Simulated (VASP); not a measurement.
# InGa2N3 (P-3m1) in VASP: a series of runs

Runs on InGa2N3. Level: PBEsol. Tasks: single point, relaxation of cell and atoms.

Everything below comes from runs of VASP 6.6.1. Logs are shortened: lines on timing, memory, paths and dates and some standing lists are left out, and cuts for length are marked.

## Step 1: The cell of the first run

Symmetry: P-3m1, No. 164, trigonal system. Conventional cell: a = 3.085 Å, b = 3.085 Å, c = 7.596 Å, α = 90.00°, β = 90.00°, γ = 120.00°. Within 3.2 Å of In (site symmetry -3m) lie 6 N at 2.28 Å and 6 In at 3.09 Å and 6 Ga at 3.15 Å. Ga (site symmetry 3m) has 6 N at 2.13 to 2.15 Å within 2.8 Å. Within 2.8 Å of N (site symmetry 3m) lie 3 Ga at 2.13 Å and 3 In at 2.28 Å. Within 2.8 Å of N (site symmetry -3m) lie 6 Ga at 2.15 Å.

## Step 2: Single point, PBEsol

The input, INCAR:

```
SYSTEM = InGa2N3
ALGO = Normal
EDIFF = 1E-7
ENCUT = 520
GGA = PS
ISIF = 2
ISMEAR = -1
LASPH = .True.
LCHARG = .False.
LREAL = .False.
LWAVE = .False.
NBANDS = 36
NELM = 100
PREC = Accurate
SIGMA = 0.03
```

The input, KPOINTS:

```
k-points
0
Gamma
  9 9 4
  0 0 0
```

The input, POSCAR:

```
InGa2N3
1.0
    3.0851500439      0.0000000027      0.0000000000
   -1.5425750243      2.6718183112      0.0000000000
    0.0000000000      0.0000000000      7.5959256663
In Ga N
1 2 3
Direct
    0.0000000000      0.0000000000      0.0000000000
    0.3333333333      0.6666666667      0.6586617009
    0.6666666667      0.3333333333      0.3413382991
    0.3333333333      0.6666666667      0.1874355662
    0.6666666667      0.3333333333      0.8125644338
    0.0000000000      0.0000000000      0.5000000000
```

Potentials or basis: VASP PAW PBE potentials, release 64 (In_d, Ga_d, N).

Run with:

```console
$ cat potpaw_PBE.64/In_d/POTCAR potpaw_PBE.64/Ga_d/POTCAR potpaw_PBE.64/N/POTCAR > POTCAR
$ mpirun -np 1 vasp_std > vasp.out
```

OUTCAR:

```text
SYSTEM = InGa2N3
   EDIFF = 1E-7
   ENCUT = 520
   GGA = PS
   ISIF = 2
   ISMEAR = -1
   LASPH = .True.
   LREAL = .False.
   NELM = 100
   PREC = Accurate

 ion  position               nearest neighbor table
   1  0.000  0.000  0.000-   4 2.28   5 2.28   5 2.28   4 2.28   5 2.28   4 2.28   2 3.15   3 3.15
                             2 3.15   3 3.15   3 3.15   2 3.15
   2  0.333  0.667  0.659-   5 2.13   5 2.13   5 2.13   6 2.15   6 2.15   6 2.15   1 3.15   1 3.15
                             1 3.15
   3  0.667  0.333  0.341-   4 2.13   4 2.13   4 2.13   6 2.15   6 2.15   6 2.15   1 3.15   1 3.15
                             1 3.15
   4  0.333  0.667  0.187-   3 2.13   3 2.13   3 2.13   1 2.28   1 2.28   1 2.28
   5  0.667  0.333  0.813-   2 2.13   2 2.13   2 2.13   1 2.28   1 2.28   1 2.28
   6  0.000  0.000  0.500-   2 2.15   3 2.15   3 2.15   2 2.15   3 2.15   2 2.15

  LATTYP: Found a hexagonal cell.
 ALAT       =     3.0851500439
 C/A-ratio  =     2.4620927858

  Lattice vectors:

 A1 = (   3.0851500439,   0.0000000027,   0.0000000000)
 A2 = (  -1.5425750243,   2.6718183112,   0.0000000000)
 A3 = (   0.0000000000,   0.0000000000,   7.5959256663)

Analysis of symmetry for initial positions (statically):
=====================================================================
 Subroutine PRICEL returns:
 Original cell was already a primitive cell.

 Routine SETGRP: Setting up the symmetry group for a
 hexagonal supercell.

 Subroutine GETGRP returns: Found 12 space group operations
 (whereof 12 operations were pure point group operations)
 out of a pool of 24 trial point group operations.

The static configuration has the point symmetry D_3d.

Analysis of symmetry for dynamics (positions and initial velocities):
=====================================================================
 Subroutine PRICEL returns:
 Original cell was already a primitive cell.

 Routine SETGRP: Setting up the symmetry group for a
 hexagonal supercell.

 Subroutine GETGRP returns: Found 12 space group operations
 (whereof 12 operations were pure point group operations)
 out of a pool of 24 trial point group operations.

The dynamic configuration has the point symmetry D_3d.

 Subroutine INISYM returns: Found 12 space group operations
 (whereof 12 operations are pure point group operations),
 and found     1 'primitive' translations

----------------------------------------------------------------------------------------

                                     Primitive cell

  volume of cell :      62.6129

  direct lattice vectors                    reciprocal lattice vectors
     3.085150044  0.000000003  0.000000000     0.324133344  0.187138474  0.000000000
    -1.542575024  2.671818311  0.000000000    -0.000000000  0.374276947  0.000000000
     0.000000000  0.000000000  7.595925666     0.000000000  0.000000000  0.131649524

  length of vectors
     3.085150044  3.085150044  7.595925666     0.374276947  0.374276947  0.131649524

  position of ions in fractional coordinates (direct lattice)
     0.000000000  0.000000000  0.000000000
     0.333333333  0.666666667  0.658661701
     0.666666667  0.333333333  0.341338299
     0.333333333  0.666666667  0.187435566
     0.666666667  0.333333333  0.812564434
     0.000000000  0.000000000  0.500000000

  ion indices of the primitive-cell ions
   primitive index   ion index
                 1           1
                 2           2
                 3           3
                 4           4
                 5           5
                 6           6

----------------------------------------------------------------------------------------

 KPOINTS: k-points

Automatic generation of k-mesh.
 Grid dimensions read from file:
 generate k-points for:    9    9    4

 Generating k-lattice:

  Cartesian coordinates                     Fractional coordinates (reciprocal lattice)
     0.036014816  0.020793164  0.000000000     0.111111111 -0.000000000  0.000000000
    -0.000000000  0.041586327  0.000000000     0.000000000  0.111111111  0.000000000
     0.000000000  0.000000000  0.032912381     0.000000000  0.000000000  0.250000000

  Length of vectors
     0.041586327  0.041586327  0.032912381

  Shift w.r.t. Gamma in fractional coordinates (k-lattice)
     0.000000000  0.000000000  0.000000000

 Subroutine IBZKPT returns following result:
 ===========================================

 Found     43 irreducible k-points:

 Following reciprocal coordinates:
            Coordinates               Weight
  0.000000  0.000000  0.000000      1.000000
  0.111111 -0.000000  0.000000      6.000000
  0.222222 -0.000000  0.000000      6.000000
  0.333333  0.000000  0.000000      6.000000
  0.444444 -0.000000  0.000000      6.000000
  0.111111  0.111111  0.000000      6.000000
[... 16 lines left out ...]
  0.222222  0.111111  0.250000     12.000000
 -0.111111  0.333333  0.250000     12.000000
 [... further k-points ...]
   k-points           NKPTS =     43   k-points in BZ     NKDIM =     43   number of bands    NBANDS=     36
   number of dos      NEDOS =    301   number of ions     NIONS =      6
   total plane-waves  NPLWV =  32256
   dimension x,y,z NGX =    24 NGY =   24 NGZ =   56
   dimension x,y,z NGXF=    48 NGYF=   48 NGZF=  112
   ions per type =               1   2   3
   NGX,Y,Z   is equivalent  to a cutoff of  12.93, 12.93, 12.26 a.u.
   NGXF,Y,Z  is equivalent  to a cutoff of  25.87, 25.87, 24.51 a.u.
 SYSTEM =  InGa2N3
   PREC   = accura    normal or accurate (medium, high low for compatibility)
   ISTART =      0    job   : 0-new  1-cont  2-samecut
   ICHARG =      2    charge: 1-file 2-atom 10-const
   ISPIN  =      1    spin polarized calculation?
   LNONCOLLINEAR =      F non collinear calculations
   LSORBIT =      F    spin-orbit coupling
   LASPH  =      T    aspherical Exc in radial PAW
   ENCUT  =  520.0 eV  38.22 Ry    6.18 a.u.   5.74  5.74 14.12*2*pi/ulx,y,z
   NELM   =    100;   NELMIN=  2; NELMDL= -5     # of ELM steps
   EDIFF  = 0.1E-06   stopping-criterion for ELM
   LREAL  =      F    real-space projection
   EDIFFG = 0.1E-05   stopping-criterion for IOM
   NSW    =      0    number of steps for IOM
   IBRION =     -1    ionic relax: 0-MD 1-quasi-New 2-CG
   NFREE  =      0    steps in history (QN), initial steepest desc. (CG)
   ISIF   =      2    stress and relaxation
   ISYM   =      2    0-nonsym 1-usesym 2-fastsym
   POTIM  = 0.5000    time-step for ionic-motion
   TEBEG  =    0.0;   TEEND  =   0.0 temperature during run
   PSTRESS=    0.0 pullay stress
   NELECT =      54.0000    total number of electrons
   NUPDOWN=      -1.0000    fix difference up-down
   EMIN   =  10.00;   EMAX   =-10.00  energy-range for DOS
   EFERMI =   0.00;   METHOD = LEGACY
   ISMEAR =    -1;   SIGMA  =   0.03  broadening in eV -4-tet -1-fermi 0-gaus
   EFERMI_NEDOS =   21; number of points for ismear=-14 and -15
   IALGO  =     38    algorithm
   IMIX   =      4    mixing-type and parameters
     AMIX     =   0.40;   BMIX     =  1.00
     AMIX_MAG =   1.60;   BMIX_MAG =  1.00
  volume/ion in A,a.u.               =      10.44        70.42
  Fermi-wavevector in a.u.,A,eV,Ry     =   1.558301  2.944763 33.039069  2.428303
  Thomas-Fermi vector in A             =   2.661826
   LORBIT       =      0    0 simple, 1 ext, 2 COOP (PROOUT), +10 PAW based schemes
   GGA     = PS    functional components
   LHFCALC =     F    Hartree Fock is set to
   AEXX    =    0.0000 exact exchange contribution
   IVDW    =     0    specifies the selected vdW correction
   LEPSILON=     F    determine dielectric tensor
   LRPA    =     F    only Hartree local field effects (RPA)
 non-spin polarized calculation
  energy-cutoff  :      520.00
  volume of cell :       62.61
 maximum number of plane-waves:      1698
 NGX is ok and might be reduce to    24
   NGX = 11   NGY = 11   NGZ = 29

 number of electron      54.0000001 magnetization

 Free energy of the ion-electron system (eV)
  ---------------------------------------------------
  ext. energy  EPLUGINS =         0.00000000
  ---------------------------------------------------
  free energy    TOTEN  =       -35.44176283 eV

  energy without entropy =      -35.44176238  energy(sigma->0) =      -35.44176260

 E-fermi :   8.7910     XC(G=0): -12.9352

 val. band max:        8.4190045957   @ k =   0.0000   0.2222   0.2500
 cond. band min:       9.1231781153   @ k =   0.4444  -0.0000   0.0000
 fundamental gap:      0.7041735196
 Fermi energy:         8.7909622318

 k-point     1 :       0.0000    0.0000    0.0000
  band No.  band energies     occupation
      1      -8.2555      2.00000
      2      -6.6617      2.00000
      3      -6.2729      2.00000
      4      -5.6049      2.00000
      5      -5.6049      2.00000
      6      -5.5733      2.00000
[... 28 lines left out ...]
     35      18.7437      0.00000
     36      18.7437      0.00000

 k-point     2 :       0.1111   -0.0000    0.0000
  band No.  band energies     occupation
      1      -8.0592      2.00000
      2      -6.7440      2.00000
      3      -6.3360      2.00000
      4      -5.6160      2.00000
      5      -5.5647      2.00000
      6      -5.5571      2.00000
[... 28 lines left out ...]
     35      18.4373      0.00000
     36      19.1913      0.00000

 k-point     3 :       0.2222   -0.0000    0.0000
  band No.  band energies     occupation
      1      -7.5149      2.00000
      2      -6.9499      2.00000
      3      -6.4139      2.00000
      4      -5.6455      2.00000
      5      -5.5166      2.00000
      6      -5.5075      2.00000
[... 28 lines left out ...]
     35      18.3626      0.00000
     36      18.4022      0.00000
[... 742 lines left out ...]
 k-point    23 :       0.2222    0.1111    0.2500
  band No.  band energies     occupation
      1      -7.1180      2.00000
      2      -6.9166      2.00000
      3      -6.5809      2.00000
      4      -5.6452      2.00000
      5      -5.5198      2.00000
      6      -5.4976      2.00000
[... 28 lines left out ...]
     35      17.9457      0.00000
     36      18.5171      0.00000

 k-point    24 :      -0.1111    0.3333    0.2500
  band No.  band energies     occupation
      1      -7.1694      2.00000
      2      -6.8688      2.00000
      3      -6.5536      2.00000
      4      -5.6447      2.00000
      5      -5.5090      2.00000
      6      -5.4969      2.00000
[... 28 lines left out ...]
     35      18.0715      0.00000
     36      18.2650      0.00000

 [... further k-points ...]

------------------------ aborting loop because EDIFF is reached ----------------------------------------

  FORCE on cell =-STRESS in cart. coord.  units (eV):
  Direction    XX          YY          ZZ          XY          YZ          ZX
  --------------------------------------------------------------------------------------
  -------------------------------------------------------------------------------------
  Total        0.1675431      0.1675431      0.1726884     -0.0000000      0.0000000     -0.0000000
  in kB        4.2871953      4.2871953      4.4188553     -0.0000000      0.0000000     -0.0000000
  external PRESSURE =       4.3310820 kB  Pullay stress =       0.0000000 kB

 VOLUME and BASIS-vectors are now :
 -----------------------------------------------------------------------------
  energy-cutoff  :      520.00
  volume of cell :       62.61
      direct lattice vectors                 reciprocal lattice vectors
     3.085150044  0.000000003  0.000000000     0.324133344  0.187138474  0.000000000
    -1.542575024  2.671818311  0.000000000    -0.000000000  0.374276947  0.000000000
     0.000000000  0.000000000  7.595925666     0.000000000  0.000000000  0.131649524

 POSITION                                       TOTAL-FORCE (eV/Angst)
 -----------------------------------------------------------------------------------
      0.00000      0.00000      0.00000         0.000000     -0.000000      0.000000
     -0.00000      1.78121      5.00315         0.000000     -0.000000      0.006815
      1.54258      0.89061      2.59278        -0.000000     -0.000000     -0.006815
     -0.00000      1.78121      1.42375         0.000000      0.000000      0.006303
      1.54258      0.89061      6.17218        -0.000000     -0.000000     -0.006303
      0.00000      0.00000      3.79796        -0.000000     -0.000000      0.000000
 -----------------------------------------------------------------------------------
    total drift:                                0.000000      0.000000      0.000000

  FREE ENERGIE OF THE ION-ELECTRON SYSTEM (eV)
  ---------------------------------------------------
  free  energy   TOTEN  =       -35.4417628319 eV

  energy  without entropy=      -35.4417623771  energy(sigma->0) =      -35.44176260
```

Run time: 84 s. Hardware: 1 thread of Intel Xeon Platinum 8259CL at 2.50GHz (Skylake/Cascade Lake), shared host; peak memory 0.23 GiB.

Results:

```
Free energy            : -35.4418 eV
Pressure               : 0.4 GPa
Largest force          : 0.007 eV/Å
Band gap on the k mesh : 0.70 eV (least direct gap 1.41 eV)
```

Forces on the atoms (eV/Å):
```
In   0.000  0.000  0.000
Ga   0.000  0.000  0.007
Ga   0.000  0.000 -0.007
N    0.000  0.000  0.006
N    0.000  0.000 -0.006
N    0.000  0.000  0.000
```

Caveat: the PAW data sets were made with another functional, which shifts forces and pressure a little; spin-orbit coupling is left out, which moves the levels of the heavy elements; an odd mesh through Γ misses points on the zone boundary, where band edges can lie.

(Part 1 of 2 ends here.)
